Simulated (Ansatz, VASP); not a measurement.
## Pd in VASP and in Ansatz

```
CELL_PARAMETERS angstrom
0.00000 1.94650 1.94650
1.94650 0.00000 1.94650
1.94650 1.94650 0.00000
ATOMIC_POSITIONS crystal
Pd 0.00000 0.00000 0.00000
```

Alike in both runs: functional LDA; k mesh 12 × 12 × 12; occupations fermi-dirac, width 0.05 eV; non-collinear spin, spin-orbit coupling.

|  | VASP | Ansatz |
| --- | --- | --- |
| version | VASP 6.6.1 | Ansatz 0.2.0 |
| potentials or method | VASP PAW LDA potentials, release 64 (Pd) | Ansatz PAW |
| plane-wave cutoff (eV) | 520 | 420 |
| valence electrons in the cell | 10 | 18 |
| task | single point | band structure |

VASP gave:

- pressure (GPa): -8.3
- net moment per atom (μB): 0.00

Q: Which values does Ansatz return?

A: Pressure (GPa): -8.6; net moment per atom (μB): 0.00.

LDA's correlation is that of Perdew and Zunger in VASP and of Perdew and Wang (1992) in Ansatz. VASP's potentials hold 10 valence electrons a cell and Ansatz's 18, so a difference there can come from the potentials and not from the codes.
